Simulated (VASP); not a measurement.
Wanted: the native input for a VASP 6.6.1 run.

- Task: single point
- Functional: PBE
- Potentials or basis: VASP PAW PBE potentials, release 64 (Ga_d, N)
- Cutoff: 520 eV
- k mesh: 6 × 6 × 6
- Occupations: gaussian, width 0.01 eV
- Spin: no spin polarisation
- Dipole correction: no
- Further INCAR settings: ALGO = Normal; EDIFF = 1e-06; NBANDS = 16

The structure of GaN lies in POSCAR:

```
GaN
1.0
    0.0000000000      2.2264630157      2.2264630157
    2.2264630157      0.0000000000      2.2264630157
    2.2264630157      2.2264630157      0.0000000000
Ga N
1 1
Direct
    0.0000000000      0.0000000000      0.0000000000
    0.2500000000      0.2500000000      0.2500000000
```

This cell differs from its parent crystal: strain -1.0%.

These files were run (other wordings do the same):

INCAR

```
PREC = Accurate
ENCUT = 520
EDIFF = 1E-6
ISMEAR = 0
SIGMA = 0.01
LREAL = F
LASPH = T
NELM = 80
ALGO = Normal
ISIF = 2
LWAVE = F
LCHARG = F
GGA = PE
NBANDS = 16
```

KPOINTS

```
Automatic mesh
0
Gamma
  6 6 6
```

Potentials or basis: VASP PAW PBE potentials, release 64 (Ga_d, N).

Command:

```sh
$ cat potpaw_PBE.64/Ga_d/POTCAR potpaw_PBE.64/N/POTCAR > POTCAR
$ mpirun -np 1 vasp_std > vasp.out
```

Results of the run:

```
Pressure               : 12.6 GPa
Band gap on the k mesh : 1.96 eV
```

Caveat: the cell differs from its parent crystal (strain -1.0%); the cell stands under pressure.

Wall time 8.2 s on 1 thread of Intel(R) Xeon(R) Platinum 8375C CPU @ 2.90GHz (Ice Lake), on a shared host, peak memory 0.13 GiB.
